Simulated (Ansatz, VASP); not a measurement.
**SiC: VASP beside Ansatz**

```
Si C
1.0
    -3.07520    0.00000    0.00000
    -1.53760   -2.66320    0.00000
    -3.07535   -1.77555   10.09633
Si C
4 4
Direct
  0.72927 0.72927 0.90605
  0.06262 0.06262 0.40605
  0.56263 0.56263 0.15605
  0.22928 0.22928 0.65605
  0.27070 0.27070 0.09395
  0.93735 0.93735 0.59395
  0.43736 0.43736 0.34395
  0.10401 0.10401 0.84395
```

Alike in both runs: task single point; functional r2SCAN; k mesh 8 × 8 × 3; occupations gaussian, width 0.05 eV; no spin polarisation.

|  | VASP | Ansatz |
| --- | --- | --- |
| version | VASP 6.6.1 | Ansatz 0.2.0 |
| potentials or method | VASP PAW PBE potentials, release 64 (Si, C), cutoff 520 eV | scalar-relativistic, plane waves, PAW |
| valence electrons in the cell | 32 | 32 |

Ansatz gave:

```
gap on the k mesh at the Fermi level (eV)                     : 0.76
least direct gap on the mesh (eV)                             : 1.88
pressure (GPa)                                                : -2.5
traceless stress, the component that is largest in VASP (GPa) : 5.49
rms of the force components (eV/Å)                            : 0.123
```

Q: Estimate VASP's values.

A: gap on the k mesh at the Fermi level (eV): 0.75; least direct gap on the mesh (eV): 1.87; pressure (GPa): -2.6; traceless stress, the component that is largest in VASP (GPa): 5.44; rms of the force components (eV/Å): 0.121.

VASP's potentials were made for PBE, not for r2SCAN. Atom by atom the forces differ by 0.006 eV/Å (rms over components).
